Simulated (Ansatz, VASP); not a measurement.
# One calculation of MgI2, two programs

```
Mg I
1.0
     0.00000    3.75572    3.75572
     3.75572    0.00000    3.75572
     3.75572    3.75572    0.00000
Mg I
1 2
Direct
  0.00000 0.00000 0.00000
  0.25000 0.25000 0.25000
  0.75000 0.75000 0.75000
```

Alike in both runs: task single point; functional PBE; k mesh 4 × 4 × 4; no spin polarisation.

|  | VASP | Ansatz |
| --- | --- | --- |
| version | VASP 6.6.1 | Ansatz 0.2.0 |
| potentials or method | VASP PAW PBE potentials, release 64 (Mg, I) | plane waves, PAW |
| plane-wave cutoff (eV) | 520 | 420 |
| occupations | gaussian, width 0.01 eV | fixed |
| valence electrons in the cell | 16 | 44 |

Ansatz gave:

| Property | Result |
| --- | --- |
| gap on the k mesh at the Fermi level (eV) | 0.61 |
| pressure (GPa) | 0.2 |

Problem. Estimate VASP's values.

Solution. gap on the k mesh at the Fermi level (eV): 0.58; pressure (GPa): 0.2.

VASP's potentials hold 16 valence electrons a cell and Ansatz's 44, so a difference there can come from the potentials and not from the codes.

Neither program's run includes spin-orbit coupling.
